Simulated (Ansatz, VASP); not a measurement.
# Two plane-wave programs on MgS

Contents of INCAR:

```
SYSTEM = MgS
PREC = Accurate
ENCUT = 520
EDIFF = 1E-6
ISMEAR = 0
SIGMA = 0.05
LREAL = .False.
LASPH = .True.
NELM = 80
ALGO = Normal
ISIF = 2
LWAVE = .False.
LCHARG = .True.
GGA = PE
LELF = .True.
LVHAR = .True.
NBANDS = 11
```

File KPOINTS:

```
Automatic mesh
0
Gamma
  8 8 8
  0 0 0
```

File POSCAR:

```
MgS
1.0
    0.0000000000      2.3935180000      2.3935180000
    2.3935180000      0.0000000000      2.3935180000
    2.3935180000      2.3935180000      0.0000000000
Mg S
1 1
Direct
    0.0000000000      0.0000000000      0.0000000000
    0.5000000000      0.5000000000      0.5000000000
```

Input for Ansatz:

```yaml
crystal:
  lattice:
    - [0.0, 2.393518, 2.393518]
    - [2.393518, 0.0, 2.393518]
    - [2.393518, 2.393518, 0.0]
  atoms:
    - { symbol: Mg, position: [0.0, 0.0, 0.0] }
    - { symbol: S, position: [0.5, 0.5, 0.5] }
basis:
  ecutwfc: 420
kpoints:
  mp_grid: { grid: [8, 8, 8] }
hamiltonian:
  xc: pbe
scf:
  occupations: { method: gaussian, width: 0.05 }
output:
  forces: true
  stress: true
  eigenvalues: true
```

Change from the starting cell: strain -0.080 along x and y, -0.080 along z, atoms carried along.

Alike in both runs: task single point; functional PBE; k mesh 8 × 8 × 8; occupations gaussian, width 0.05 eV; no spin polarisation.

|  | VASP | Ansatz |
| --- | --- | --- |
| version | VASP 6.6.1 | Ansatz 0.2.0 |
| potentials or method | VASP PAW PBE potentials, release 64 (Mg, S), cutoff 520 eV | scalar-relativistic, plane waves, PAW |
| valence electrons in the cell | 8 | 16 |

```csv
,VASP,Ansatz,Ansatz less VASP
gap on the k mesh at the Fermi level (eV),3.27,3.27,-0.005
least direct gap on the mesh (eV),5.60,5.59,-0.012
pressure (GPa),33.4,33.6,+0.28
```

Both programs put the cell under a high pressure, so it lies far from rest at this level. With one functional, cell and mesh, what is left measures potentials, basis and numerics. VASP's potentials hold 8 valence electrons a cell and Ansatz's 16, so a difference there can come from the potentials and not from the codes.
